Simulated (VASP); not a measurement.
# C (P6_3/mmc) in VASP: notebook, part 2 of 2

VASP 6.6.1. Earlier steps stand in the parts before.

**3. Single point, PBE**

This run uses another cell than the first one, of 5.43 Å³/atom.

INCAR reads:

```
PREC = Accurate ; ENCUT = 520
EDIFF = 1E-7 ; ISMEAR = 0
SIGMA = 0.05 ; LREAL = False
LASPH = True ; NELM = 60
ALGO = Normal ; ISIF = 2
LWAVE = False ; LCHARG = False
GGA = PE ; NBANDS = 36
```

KPOINTS reads:

```
regular mesh
0
Gamma
  12 12 2
```

POSCAR reads:

```
C
1.0
    2.4764000000      0.0000000000      0.0000000000
   -1.2382000000      2.1446253099      0.0000000000
    0.0000000000      0.0000000000     12.2737000000
C
12
Direct
    0.0000000000      0.0000000000      0.1868593266
    0.0000000000      0.0000000000      0.6868593266
    0.0000000000      0.0000000000      0.3131406734
    0.0000000000      0.0000000000      0.8131406734
    0.3333333333      0.6666666667      0.5207665411
    0.6666666667      0.3333333333      0.0207665411
    0.3333333333      0.6666666667      0.9792334589
    0.6666666667      0.3333333333      0.4792334589
    0.3333333333      0.6666666667      0.6450950823
    0.6666666667      0.3333333333      0.1450950823
    0.3333333333      0.6666666667      0.8549049177
    0.6666666667      0.3333333333      0.3549049177
```

Potentials or basis: VASP PAW PBE potentials, release 64 (C).

Run with:

```console
cat potpaw_PBE.64/C/POTCAR > POTCAR
mpirun -np 1 vasp_std > vasp.out
```

Wall time 68 s (1 thread of Intel Xeon Platinum 8259CL at 2.50GHz (Skylake/Cascade Lake), shared host); peak memory 0.2 GiB.

The run converged. Its results:

* Free energy: -108.8020 eV
* Pressure: 23.5 GPa
* Largest force: 0.071 eV/Å
* Band gap on the k mesh: 4.59 eV (least direct gap 5.51 eV)

Forces in eV/Å, atoms in the order of the input:
```
C    0.000  0.000  0.071
C    0.000  0.000  0.071
C    0.000  0.000 -0.071
C    0.000  0.000 -0.071
C    0.000  0.000  0.039
C    0.000  0.000  0.039
C    0.000  0.000 -0.039
C    0.000  0.000 -0.039
C    0.000  0.000 -0.039
C    0.000  0.000 -0.039
C    0.000  0.000  0.039
C    0.000  0.000  0.039
```

Stress tensor (GPa, compression positive):
```
25.73  0.00  0.00
 0.00 25.73  0.00
 0.00  0.00 19.08
```

Levels at points of the mesh, in eV from the valence-band top:
```csv
k point,band 21,band 22,band 23,band 24,band 25,band 26,band 27,band 28
"(0.00, 0.00, 0.00)",-1.00,-0.16,0.00,0.00,5.51,5.55,5.55,6.66
"(0.50, 0.00, 0.00)",-4.25,-4.20,-3.77,-3.05,4.79,5.36,5.43,5.69
"(0.00, 0.00, 0.50)",-0.33,-0.33,-0.33,-0.33,5.95,5.95,5.95,5.95
"(0.50, 0.00, 0.50)",-3.94,-3.94,-3.40,-3.40,4.96,4.96,5.90,5.90
```

Caveat: the cell stands under pressure. A k mesh can miss the band edges.

**4. Single point, PBE**

This run uses another cell than the first one, of 5.51 Å³/atom.

INCAR reads:

```
SYSTEM = C
ALGO = Normal ; EDIFF = 1E-6
ENCUT = 520 ; GGA = PE
ISIF = 2 ; ISMEAR = 0
LASPH = .True. ; LCHARG = .True.
LELF = .True. ; LREAL = .False.
LVHAR = .True. ; LWAVE = .False.
NBANDS = 36 ; NELM = 60
PREC = Accurate ; SIGMA = 0.05
```

KPOINTS reads:

```
k-points
0
Gamma
  12 12 2
  0 0 0
```

Changes to POSCAR since step 3:

```diff
@@ -2,5 +2,5 @@
 1.0
-    2.4764000000      0.0000000000      0.0000000000
-   -1.2382000000      2.1446253099      0.0000000000
-    0.0000000000      0.0000000000     12.2737000000
+    2.4323000000      0.0000000000      0.0000000000
+   -1.2161500000      2.1064335896      0.0000000000
+    0.0000000000      0.0000000000     12.8952000000
 C
```

Potentials or basis: VASP PAW PBE potentials, release 64 (C).

Run with:

```console
cat potpaw_PBE.64/C/POTCAR > POTCAR
mpirun -np 1 vasp_std > vasp.out
```

OUTCAR:

```text
SYSTEM = C
   EDIFF = 1E-6
   ENCUT = 520
   GGA = PE
   ISIF = 2
   ISMEAR = 0
   LASPH = .True.
   LREAL = .False.
   NELM = 60
   PREC = Accurate

 ion  position               nearest neighbor table
   1  0.000  0.000  0.187-  10 1.50  10 1.50  10 1.50   3 1.63
   2  0.000  0.000  0.687-   9 1.50   9 1.50   9 1.50   4 1.63
   3  0.000  0.000  0.313-  12 1.50  12 1.50  12 1.50   1 1.63
   4  0.000  0.000  0.813-  11 1.50  11 1.50  11 1.50   2 1.63
   5  0.333  0.667  0.521-   8 1.50   8 1.50   8 1.50   9 1.60
   6  0.667  0.333  0.021-   7 1.50   7 1.50   7 1.50  10 1.60
   7  0.333  0.667  0.979-   6 1.50   6 1.50   6 1.50  11 1.60
   8  0.667  0.333  0.479-   5 1.50   5 1.50   5 1.50  12 1.60
   9  0.333  0.667  0.645-   2 1.50   2 1.50   2 1.50   5 1.60
  10  0.667  0.333  0.145-   1 1.50   1 1.50   1 1.50   6 1.60
  11  0.333  0.667  0.855-   4 1.50   4 1.50   4 1.50   7 1.60
  12  0.667  0.333  0.355-   3 1.50   3 1.50   3 1.50   8 1.60

  LATTYP: Found a hexagonal cell.
[... 218 lines left out ...]
      5      -9.0218      2.00000
      6      -6.8799      2.00000
[... 925 lines left out ...]
     35      19.7506      0.00000
     36      19.7506      0.00000

 [... further k-points ...]

------------------------ aborting loop because EDIFF is reached ----------------------------------------

  FORCE on cell =-STRESS in cart. coord.  units (eV):
  Direction    XX          YY          ZZ          XY          YZ          ZX
  --------------------------------------------------------------------------------------
  -------------------------------------------------------------------------------------
  Total       20.2485796     20.2485796    -16.1695270     -0.0000000      0.0000000     -0.0000000
  in kB      491.0346658    491.0346658   -392.1163090     -0.0000000      0.0000000     -0.0000000
  external PRESSURE =     196.6510075 kB  Pullay stress =       0.0000000 kB

 VOLUME and BASIS-vectors are now :
 -----------------------------------------------------------------------------
  energy-cutoff  :      520.00
  volume of cell :       66.07
      direct lattice vectors                 reciprocal lattice vectors
     2.432300000  0.000000000  0.000000000     0.411133495  0.237368034  0.000000000
    -1.216150000  2.106433590  0.000000000     0.000000000  0.474736068  0.000000000
     0.000000000  0.000000000 12.895200000     0.000000000  0.000000000  0.077548235

 POSITION                                       TOTAL-FORCE (eV/Angst)
 -----------------------------------------------------------------------------------
      0.00000      0.00000      2.40959         0.000000     -0.000000      0.091825
      0.00000      0.00000      8.85719        -0.000000     -0.000000      0.091825
      0.00000      0.00000      4.03801         0.000000      0.000000     -0.091825
      0.00000      0.00000     10.48561        -0.000000      0.000000     -0.091825
     -0.00000      1.40429      6.71539        -0.000000      0.000000      0.120130
      1.21615      0.70214      0.26779        -0.000000      0.000000      0.120130
     -0.00000      1.40429     12.62741        -0.000000      0.000000     -0.120130
      1.21615      0.70214      6.17981        -0.000000      0.000000     -0.120130
     -0.00000      1.40429      8.31863         0.000000     -0.000000     -0.002338
      1.21615      0.70214      1.87103        -0.000000      0.000000     -0.002338
     -0.00000      1.40429     11.02417         0.000000     -0.000000      0.002338
      1.21615      0.70214      4.57657        -0.000000      0.000000      0.002338
 -----------------------------------------------------------------------------------
    total drift:                                0.000000     -0.000000      0.000000

  FREE ENERGIE OF THE ION-ELECTRON SYSTEM (eV)
  ---------------------------------------------------
  free  energy   TOTEN  =      -108.0249891009 eV

  energy  without entropy=     -108.0249891009  energy(sigma->0) =     -108.02498910
```

stdout:

```text
POSCAR found type information on POSCAR C
 POSCAR found :  1 types and      12 ions
 scaLAPACK will be used
 LDA part: xc-table for (Slater+PW92), standard interpolation
 POSCAR, INCAR and KPOINTS ok, starting setup
 FFT: planning ... GRIDC
 FFT: planning ... GRID_SOFT
 FFT: planning ... GRID
 WAVECAR not read
 entering main loop
```

Run time: 71 s. Hardware: 1 thread of Intel Xeon Platinum 8259CL at 2.50GHz (Skylake/Cascade Lake), shared host; peak memory 0.2 GiB.

What came out:

| Item | Value |
| --- | --- |
| Free energy | -108.0250 eV |
| Pressure | 19.7 GPa |
| Largest force | 0.120 eV/Å |
| Band gap on the k mesh | 3.68 eV |

Forces on the atoms (eV/Å):
```
C    0.000  0.000  0.092
C    0.000  0.000  0.092
C    0.000  0.000 -0.092
C    0.000  0.000 -0.092
C    0.000  0.000  0.120
C    0.000  0.000  0.120
C    0.000  0.000 -0.120
C    0.000  0.000 -0.120
C    0.000  0.000 -0.002
C    0.000  0.000 -0.002
C    0.000  0.000  0.002
C    0.000  0.000  0.002
```

Caveat: the cell stands under pressure. A k mesh can miss the band edges.

**5. Single point, PBE**

This run uses another cell than the first one, of 5.49 Å³/atom.

INCAR reads:

```
SYSTEM = C
PREC = Accurate
ENCUT = 520
EDIFF = 1E-6
ISMEAR = 0
SIGMA = 0.05
LREAL = .False.
LASPH = .True.
NELM = 100
ALGO = Normal
ISIF = 2
LWAVE = .False.
LCHARG = .False.
GGA = PE
NBANDS = 36
```

KPOINTS reads:

```
regular mesh
0
Gamma
  12 12 2
  0 0 0
```

Changes to POSCAR since step 4:

```diff
@@ -2,5 +2,5 @@
 1.0
-    2.4323000000      0.0000000000      0.0000000000
-   -1.2161500000      2.1064335896      0.0000000000
-    0.0000000000      0.0000000000     12.8952000000
+    2.5205457478      0.0000000000      0.0000000000
+   -1.2602728739      2.1828566490      0.0000000000
+    0.0000000000      0.0000000000     11.9630000000
 C
```

Run with:

```console
cat potpaw_PBE.64/C/POTCAR > POTCAR
mpirun -np 1 vasp_std > vasp.out
```

Run time: 78 s. Hardware: 1 thread of Intel Xeon Platinum 8259CL at 2.50GHz (Skylake/Cascade Lake), shared host; peak memory 0.2 GiB.

It converged, with:

```yaml
Free_energy: -108.6264 eV
Pressure: 19.5 GPa
Largest_force: 0.322 eV/Å
Band_gap_on_the_k_mesh: 4.16 eV (least direct gap 5.02 eV)
```

Forces in eV/Å, atoms in the order of the input:
```
C    0.000  0.000 -0.261
C    0.000  0.000 -0.261
C    0.000  0.000  0.261
C    0.000  0.000  0.261
C    0.000  0.000 -0.322
C    0.000  0.000 -0.322
C    0.000  0.000  0.322
C    0.000  0.000  0.322
C    0.000  0.000  0.204
C    0.000  0.000  0.204
C    0.000  0.000 -0.204
C    0.000  0.000 -0.204
```

Stress tensor (GPa, compression positive):
```
 2.55  0.00  0.00
 0.00  2.55  0.00
 0.00  0.00 53.52
```

Levels at points of the mesh, in eV from the valence-band top:
| k point | band 22 | band 23 | band 24 | band 25 | band 26 | band 27 |
| --- | --- | --- | --- | --- | --- | --- |
| (0.00, 0.00, 0.00) | -0.21 | 0.00 | 0.00 | 5.02 | 5.02 | 6.29 |
| (0.50, 0.00, 0.00) | -4.18 | -3.71 | -2.83 | 4.16 | 4.85 | 4.93 |
| (0.00, 0.00, 0.50) | -0.40 | -0.40 | -0.40 | 5.49 | 5.49 | 5.49 |
| (0.50, 0.00, 0.50) | -3.82 | -3.25 | -3.25 | 4.35 | 4.35 | 5.79 |

Caveat: the cell stands under pressure.

**6. Overview**

```tsv
cell	gap on the mesh (eV)	pressure (GPa)	largest force (eV/Å)
a = 2.521, b = 2.521, c = 11.808 Å, angles 90.0, 90.0, 120.0°, 12 atoms	4.00	27.1	0.53
a = 2.476, b = 2.476, c = 12.274 Å, angles 90.0, 90.0, 120.0°, 12 atoms	4.59	23.5	0.07
a = 2.432, b = 2.432, c = 12.895 Å, angles 90.0, 90.0, 120.0°, 12 atoms	3.68	19.7	0.12
a = 2.521, b = 2.521, c = 11.963 Å, angles 90.0, 90.0, 120.0°, 12 atoms	4.16	19.5	0.32
```

Alike in all rows: task single point; level PBE; potentials or basis VASP PAW PBE potentials, release 64 (C); no spin polarisation; k mesh 12 × 12 × 2; cutoff (eV) 520; smearing gaussian 0.05 eV.

Caveats: the cell stands under pressure.

Absolute energies hang on the potentials; compare differences alone.
